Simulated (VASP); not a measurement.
# Te2Mo (P6_3/mmc) in VASP: relaxation of cell and atoms with r2SCAN

Aim: the relaxation of cell and atoms of Te2Mo with r2SCAN.

Everything below comes from runs of VASP 6.6.1. Logs are shortened: lines on timing, memory, paths and dates and some standing lists are left out, and cuts for length are marked.

### Step 1. The cell of the first run

Symmetry: P6_3/mmc, No. 194, hexagonal system. The conventional cell has a = 3.563 Å, b = 3.563 Å, c = 14.728 Å, α = 90.00°, β = 90.00°, γ = 120.00°. Within 3.6 Å of Te (site symmetry 3m) lie 3 Mo at 2.73 Å and 7 Te at 3.56 to 3.58 Å. Within 3.6 Å of Mo (site symmetry -6m2) lie 6 Te at 2.73 Å and 6 Mo at 3.56 Å.

### Step 2. Relaxation of cell and atoms, r2SCAN

File POSCAR:

```
Te2Mo
1.0
    3.5633803803      0.0000000000      0.0000000000
   -1.7816901901      3.0859779327      0.0000000000
    0.0000000000      0.0000000000     14.7278086149
Te Mo
4 2
Direct
    0.3333333333      0.6666666667      0.6284871774
    0.6666666667      0.3333333333      0.1284871774
    0.3333333333      0.6666666667      0.8715128226
    0.6666666667      0.3333333333      0.3715128226
    0.3333333333      0.6666666667      0.2500000000
    0.6666666667      0.3333333333      0.7500000000
```

File INCAR.step1:

```
PREC     = Accurate       # precision mode
ENCUT    = 600            # plane-wave cutoff, eV
ISMEAR   = 0              # smearing method
SIGMA    = 0.02           # smearing width, eV
LREAL    = False          # projectors in reciprocal space
LASPH    = True           # aspherical terms in the spheres
NELM     = 100            # most SCF steps
GGA      = PE             # functional
ALGO     = Normal         # electronic algorithm
EDIFF    = 1E-4           # SCF threshold, eV
LWAVE    = True           # write WAVECAR
LCHARG   = False          # write CHGCAR
```

File INCAR.step2:

```
PREC     = Accurate       # precision mode
ENCUT    = 600            # plane-wave cutoff, eV
EDIFF    = 1E-7           # SCF threshold, eV
ISMEAR   = 0              # smearing method
SIGMA    = 0.02           # smearing width, eV
LREAL    = False          # projectors in reciprocal space
LASPH    = True           # aspherical terms in the spheres
NELM     = 100            # most SCF steps
ALGO     = Normal         # electronic algorithm
ISIF     = 3              # what is computed and relaxed
LWAVE    = False          # write WAVECAR
LCHARG   = False          # write CHGCAR
METAGGA  = R2SCAN         # meta-GGA
LMIXTAU  = True         
IBRION   = 2              # ionic algorithm
NSW      = 100            # ionic steps
EDIFFG   = -0.002         # ionic threshold
ISTART   = 1
```

File KPOINTS:

```
Automatic mesh
0
Gamma
  9 9 2
```

Potentials or basis: VASP PAW PBE potentials, release 64 (Te, Mo_sv).

Launch:

```bash
cat potpaw_PBE.64/Te/POTCAR potpaw_PBE.64/Mo_sv/POTCAR > POTCAR
cp INCAR.step1 INCAR
mpirun -np 1 vasp_std > vasp.out
cp INCAR.step2 INCAR
mpirun -np 1 vasp_std > vasp.out
```

OUTCAR:

```text
PREC = Accurate
   ENCUT = 600
   EDIFF = 1E-7
   ISMEAR = 0
   LREAL = False
   LASPH = True
   NELM = 100
   ISIF = 3
   METAGGA = R2SCAN
   IBRION = 2
   NSW = 100
   EDIFFG = -0.002
   ISTART = 1

 ion  position               nearest neighbor table
   1  0.333  0.667  0.628-   6 2.73   6 2.73   6 2.73   3 3.58
   2  0.667  0.333  0.128-   5 2.73   5 2.73   5 2.73   4 3.58
   3  0.333  0.667  0.872-   6 2.73   6 2.73   6 2.73   1 3.58
   4  0.667  0.333  0.372-   5 2.73   5 2.73   5 2.73   2 3.58
   5  0.333  0.667  0.250-   2 2.73   4 2.73   2 2.73   4 2.73   2 2.73   4 2.73
   6  0.667  0.333  0.750-   1 2.73   3 2.73   1 2.73   3 2.73   1 2.73   3 2.73

  LATTYP: Found a hexagonal cell.
 ALAT       =     3.5633803803
 C/A-ratio  =     4.1331003270

  Lattice vectors:

 A1 = (   3.5633803803,   0.0000000000,   0.0000000000)
 A2 = (  -1.7816901901,   3.0859779327,   0.0000000000)
 A3 = (   0.0000000000,   0.0000000000,  14.7278086149)

Analysis of symmetry for initial positions (statically):
=====================================================================
 Subroutine PRICEL returns:
 Original cell was already a primitive cell.

 Routine SETGRP: Setting up the symmetry group for a
 hexagonal supercell.

 Subroutine GETGRP returns: Found 24 space group operations
 (whereof 12 operations were pure point group operations)
 out of a pool of 24 trial point group operations.

The static configuration has the point symmetry D_3d.
 The point group associated with its full space group is D_6h.

Analysis of symmetry for dynamics (positions and initial velocities):
=====================================================================
 Subroutine PRICEL returns:
 Original cell was already a primitive cell.

 Routine SETGRP: Setting up the symmetry group for a
 hexagonal supercell.

 Subroutine GETGRP returns: Found 24 space group operations
 (whereof 12 operations were pure point group operations)
 out of a pool of 24 trial point group operations.

The dynamic configuration has the point symmetry D_3d.
 The point group associated with its full space group is D_6h.

 Subroutine INISYM returns: Found 24 space group operations
 (whereof 12 operations are pure point group operations),
 and found     1 'primitive' translations

----------------------------------------------------------------------------------------

                                     Primitive cell

  volume of cell :     161.9545

  direct lattice vectors                    reciprocal lattice vectors
[... 85 lines left out ...]
   PREC   = accura    normal or accurate (medium, high low for compatibility)
   ISTART =      1    job   : 0-new  1-cont  2-samecut
   ICHARG =      0    charge: 1-file 2-atom 10-const
   ISPIN  =      1    spin polarized calculation?
   LNONCOLLINEAR =      F non collinear calculations
   LSORBIT =      F    spin-orbit coupling
   LASPH  =      T    aspherical Exc in radial PAW
   ENCUT  =  600.0 eV  44.10 Ry    6.64 a.u.   7.12  7.12 29.42*2*pi/ulx,y,z
   NELM   =    100;   NELMIN=  2; NELMDL=  0     # of ELM steps
   EDIFF  = 0.1E-06   stopping-criterion for ELM
   LREAL  =      F    real-space projection
   EDIFFG = -.2E-02   stopping-criterion for IOM
   NSW    =    100    number of steps for IOM
   IBRION =      2    ionic relax: 0-MD 1-quasi-New 2-CG
   NFREE  =      1    steps in history (QN), initial steepest desc. (CG)
   ISIF   =      3    stress and relaxation
   ISYM   =      2    0-nonsym 1-usesym 2-fastsym
   POTIM  = 0.5000    time-step for ionic-motion
   TEBEG  =    0.0;   TEEND  =   0.0 temperature during run
   PSTRESS=    0.0 pullay stress
   NELECT =      52.0000    total number of electrons
   NUPDOWN=      -1.0000    fix difference up-down
   EMIN   =  10.00;   EMAX   =-10.00  energy-range for DOS
   EFERMI =   0.00;   METHOD = LEGACY
   ISMEAR =     0;   SIGMA  =   0.02  broadening in eV -4-tet -1-fermi 0-gaus
   EFERMI_NEDOS =   21; number of points for ismear=-14 and -15
   IALGO  =     38    algorithm
   IMIX   =      4    mixing-type and parameters
     AMIX     =   0.40;   BMIX     =  1.00
     AMIX_MAG =   1.60;   BMIX_MAG =  1.00
  volume/ion in A,a.u.               =      26.99       182.15
  Fermi-wavevector in a.u.,A,eV,Ry     =   1.121015  2.118412 17.098108  1.256675
  Thomas-Fermi vector in A             =   2.257666
   LORBIT       =      0    0 simple, 1 ext, 2 COOP (PROOUT), +10 PAW based schemes
   METAGGA = R2SCAN    functional components
   LHFCALC =     F    Hartree Fock is set to
   AEXX    =    0.0000 exact exchange contribution
   IVDW    =     0    specifies the selected vdW correction
   LEPSILON=     F    determine dielectric tensor
   LRPA    =     F    only Hartree local field effects (RPA)
 conjugate gradient relaxation of ions
 non-spin polarized calculation
 Gauss-broadening in eV      SIGMA  =   0.02
  energy-cutoff  :      600.00
  volume of cell :      161.95
 maximum number of plane-waves:      5457
   NGX = 15   NGY = 15   NGZ = 59

--------------------------------------- Ionic step        1  -------------------------------------------

 number of electron      51.9999999 magnetization

 Free energy of the ion-electron system (eV)
  ---------------------------------------------------
  ext. energy  EPLUGINS =         0.00000000
  ---------------------------------------------------
  free energy    TOTEN  =      -155.66505770 eV

  energy without entropy =     -155.66505770  energy(sigma->0) =     -155.66505770

------------------------ aborting loop because EDIFF is reached ----------------------------------------

  FORCE on cell =-STRESS in cart. coord.  units (eV):
  Direction    XX          YY          ZZ          XY          YZ          ZX
  --------------------------------------------------------------------------------------
  -------------------------------------------------------------------------------------
  Total        0.0752347      0.0752347      0.1702145      0.0000000      0.0000000      0.0000000
  in kB        0.7442791      0.7442791      1.6838909      0.0000000      0.0000000      0.0000000
  external PRESSURE =       1.0574830 kB  Pullay stress =       0.0000000 kB
[... 227 lines left out ...]
--------------------------------------- Ionic step        7  -------------------------------------------

 number of electron      51.9999999 magnetization

 Free energy of the ion-electron system (eV)
  ---------------------------------------------------
  ext. energy  EPLUGINS =         0.00000000
  ---------------------------------------------------
  free energy    TOTEN  =      -155.66513436 eV

  energy without entropy =     -155.66513436  energy(sigma->0) =     -155.66513436

 E-fermi :   7.1792     XC(G=0): -10.5195

 val. band max:        6.9563149894   @ k =   0.0000   0.0000   0.0000
 cond. band min:       8.0130217663   @ k =   0.3333   0.3333   0.0000
 fundamental gap:      1.0567067769
 Fermi energy:         7.1791622604

 k-point     1 :       0.0000    0.0000    0.0000
  band No.  band energies     occupation
      1     -55.7459      2.00000
      2     -55.7459      2.00000
      3     -29.1641      2.00000
      4     -29.1641      2.00000
      5     -29.0763      2.00000
      6     -29.0763      2.00000
[... 838 lines left out ...]
  FREE ENERGIE OF THE ION-ELECTRON SYSTEM (eV)
  ---------------------------------------------------
  free  energy   TOTEN  =      -155.6651343595 eV

  energy  without entropy=     -155.6651343595  energy(sigma->0) =     -155.66513436

 reached required accuracy - stopping structural energy minimisation
```

OUTCAR.step1:

```text
PREC = Accurate
   ENCUT = 600
   ISMEAR = 0
   LREAL = False
   LASPH = True
[... 1051 lines left out ...]
     -0.00000      2.05732     12.83547        -0.000000     -0.000000      0.218118
      1.78169      1.02866      5.47157        -0.000000      0.000000      0.218118
     -0.00000      2.05732      3.68195         0.000000      0.000000      0.000000
      1.78169      1.02866     11.04586         0.000000      0.000000      0.000000
 -----------------------------------------------------------------------------------
    total drift:                                0.000000     -0.000000      0.000000

  FREE ENERGIE OF THE ION-ELECTRON SYSTEM (eV)
  ---------------------------------------------------
  free  energy   TOTEN  =       -36.0620722783 eV

  energy  without entropy=      -36.0620722783  energy(sigma->0) =      -36.06207228
```

OSZICAR.step1:

```text
N       E                     dE             d eps       ncg     rms          rms(c)
DAV:   1     0.433828766888E+03    0.43383E+03   -0.29017E+04  1720   0.167E+03
DAV:   2    -0.115244672122E+02   -0.44535E+03   -0.43752E+03  1875   0.361E+02
DAV:   3    -0.365945407288E+02   -0.25070E+02   -0.24659E+02  1846   0.713E+01
DAV:   4    -0.373416745700E+02   -0.74713E+00   -0.74410E+00  1895   0.120E+01
DAV:   5    -0.373644099962E+02   -0.22735E-01   -0.22721E-01  2008   0.212E+00    0.209E+01
DAV:   6    -0.366239018629E+02    0.74051E+00   -0.10210E+01  1718   0.155E+01    0.902E+00
DAV:   7    -0.364791084563E+02    0.14479E+00   -0.94907E+00  1679   0.124E+01    0.643E+00
DAV:   8    -0.360719468659E+02    0.40716E+00   -0.16428E+00  1876   0.593E+00    0.290E+00
DAV:   9    -0.360676580535E+02    0.42888E-02   -0.30125E-01  1957   0.246E+00    0.110E+00
DAV:  10    -0.360616990792E+02    0.59590E-02   -0.45442E-02  1919   0.107E+00    0.269E-01
DAV:  11    -0.360621528977E+02   -0.45382E-03   -0.21404E-03  1768   0.255E-01    0.179E-01
DAV:  12    -0.360620722783E+02    0.80619E-04   -0.19279E-04  1276   0.784E-02
   1 F= -.36062072E+02 E0= -.36062072E+02  d E =-.108760E-41
```

Run time: 30 min. Hardware: 1 thread of Intel Xeon Platinum 8488C (Sapphire Rapids), shared host; peak memory 0.42 GiB.

What came out:

```yaml
Free_energy: -155.6651 eV
Relaxed_volume: 27.01 Å³/atom
Relaxed_cell: a = 3.564 Å, b = 3.564 Å, c = 14.736 Å, α = 90.00°, β = 90.00°, γ = 120.00°
Space_group_after_relaxing_to_0.1_Å: P6_3/mmc (No. 194)
Energy_gained_by_relaxing: 0.0 meV/atom
Ionic_steps: 7
Pressure_after_relaxing: 0.0 GPa
Band_gap_on_the_k_mesh: 1.06 eV (least direct gap 1.06 eV)
```

Final structure:
```xyz
6
Lattice="3.5638 0.0000 0.0000 -1.7819 3.0863 0.0000 0.0000 0.0000 14.7359" Properties=species:S:1:pos:R:3 pbc="T T T"
Te    0.0000    2.0576    9.2607
Te    1.7819    1.0288    1.8928
Te    0.0000    2.0576   12.8431
Te    1.7819    1.0288    5.4752
Mo    0.0000    2.0576    3.6840
Mo    1.7819    1.0288   11.0519
```

Caveat: the PAW data sets were made with another functional, which shifts forces and pressure a little; spin-orbit coupling is left out, which moves the levels of the heavy elements.
